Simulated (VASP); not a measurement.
A run of VASP 6.6.1 is set up as follows.

File INCAR:

```
SYSTEM = Cs
PREC = Accurate
ENCUT = 600
EDIFF = 1E-6
ISMEAR = -1
SIGMA = 0.05
LREAL = .False.
LASPH = .True.
NELM = 60
ALGO = Normal
ISIF = 4
LWAVE = .False.
LCHARG = .False.
GGA = PE
IBRION = 2
NSW = 50
EDIFFG = -0.005
```

The input KPOINTS:

```
Automatic mesh
0
Gamma
  8 8 5
  0 0 0
```

POSCAR

```
Cs
1.0
    4.7621391996      0.0000000000      0.0000000000
   -2.3810695998      4.1241335232      0.0000000000
    0.0000000000      0.0000000000      7.7146655033
Cs
2
Direct
    0.3333333333      0.6666666667      0.2500000000
    0.6666666667      0.3333333333      0.7500000000
```

Potentials or basis: VASP PAW PBE potentials, release 64 (Cs_sv).

Run with:

```bash
$ cat potpaw_PBE.64/Cs_sv/POTCAR > POTCAR
$ mpirun -np 1 vasp_std > vasp.out
```

Task: Predict the band gap on the k mesh.

Result: Zero (bands 9 and 10 overlap by 1.41 eV).

Final structure:
```
Cs
1.0
     4.75360    0.00000    0.00000
    -2.37680    4.11674    0.00000
     0.00000    0.00000    7.74240
Cs
2
Direct
  0.33333 0.66667 0.25000
  0.66667 0.33333 0.75000
```

Caveat: spin-orbit coupling is left out, which moves the levels of the heavy elements.
